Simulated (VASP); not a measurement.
Set up this calculation in VASP 6.6.1, as the native input.

| Property | Result |
| --- | --- |
| Task | single point |
| Functional | PBEsol |
| Potentials or basis | VASP PAW PBE potentials, release 64 (Fe, O) |
| Cutoff | 520 eV |
| k mesh | 11 × 11 × 11 |
| Occupations | fermi-dirac, width 0.05 eV |
| Spin | collinear spin, ferromagnetic start |
| Starting moments | [3.0, 0.0] μB |
| Dipole correction | no |
| Further INCAR settings | ALGO = Normal; EDIFF = 1e-06; NBANDS = 18 |

The structure of FeO (Wuestite) lies in POSCAR:

```
FeO
1.0
    0.0000000000      2.1113998987      2.1113998987
    2.1113998987      0.0000000000      2.1113998987
    2.1113998987      2.1113998987      0.0000000000
Fe O
1 1
Direct
    0.0000000000      0.0000000000      0.0000000000
    0.5000000000      0.5000000000      0.5000000000
```

This cell differs from its parent crystal: volume scaled by 0.94.

One way to write it, as run:

INCAR

```
ALGO     = Normal         # electronic algorithm
EDIFF    = 1E-6           # SCF threshold, eV
ENCUT    = 520            # plane-wave cutoff, eV
GGA      = PS             # functional
ISIF     = 2              # what is computed and relaxed
ISMEAR   = -1             # smearing method
ISPIN    = 2              # spin polarisation
LASPH    = True           # aspherical terms in the spheres
LCHARG   = False          # write CHGCAR
LMAXMIX  = 4              # l up to which the mixer works
LORBIT   = 11             # projections on sites
LREAL    = False          # projectors in reciprocal space
LWAVE    = False          # write WAVECAR
MAGMOM   = 3 0            # initial moments
NBANDS   = 18             # bands
NELM     = 150            # most SCF steps
PREC     = Accurate       # precision mode
SIGMA    = 0.05           # smearing width, eV
```

KPOINTS

```
k-points
0
Gamma
  11 11 11
```

Potentials or basis: VASP PAW PBE potentials, release 64 (Fe, O).

Launch:

```bash
$ cat potpaw_PBE.64/Fe/POTCAR potpaw_PBE.64/O/POTCAR > POTCAR
$ mpirun -np 1 vasp_std > vasp.out
```

It gave:

```
Pressure                                              : 4.0 GPa
Band gap on the k mesh                                : zero (filled and empty bands overlap)
Net moment                                            : 4.00 μB per cell
Site moments                                          : Fe +3.60; O +0.32 μB
Valence electrons inside the program's atomic spheres : Fe 6.85; O 5.00
```

Caveat: the PAW data sets were made with another functional, which shifts forces and pressure a little; a cell with one magnetic atom can't hold antiferromagnetic order, which such compounds often take; semilocal functionals often make such compounds metallic where correlation or magnetic order opens a gap, which also shifts bond lengths.

Run time: 29 s on 1 thread of Intel(R) Xeon(R) Platinum 8488C (Sapphire Rapids) (shared host), peak memory 0.16 GiB.
